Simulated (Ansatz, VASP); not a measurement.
One calculation of BeSe2, two programs

```
Be Se
1.0
     3.24734    0.00000    0.00000
    -1.62367    2.81228    0.00000
     0.00000    0.00000    8.02515
Be Se
1 2
Direct
  0.00000 0.00000 0.50000
  0.00000 0.00000 0.24859
  0.00000 0.00000 0.75141
```

Alike in both runs: functional PBE; k mesh 7 × 7 × 3; occupations gaussian, width 0.2 eV; no spin polarisation.

Ansatz relaxed the structure, and its values are those at the end. VASP's run is a single point on that final structure, the one shown.

|  | VASP | Ansatz |
| --- | --- | --- |
| version | VASP 6.6.1 | Ansatz 0.2.0 |
| potentials or method | VASP PAW PBE potentials, release 64 (Be, Se), cutoff 600 eV | scalar-relativistic, plane waves, PAW |
| valence electrons in the cell | 14 | 34 |

|  | VASP | Ansatz | Ansatz less VASP |
| --- | --- | --- | --- |
| gap on the k mesh at the Fermi level (eV) | none | none | - |
| pressure (GPa) | 0.3 | 0.2 | -0.06 |
| rms of the force components (eV/Å) | 0.007 | 0.002 | -0.0055 |

A gap of «none» marks a metal or a gap that the smearing closes. VASP's potentials hold 14 valence electrons a cell and Ansatz's 34, so a difference there can come from the potentials and not from the codes.
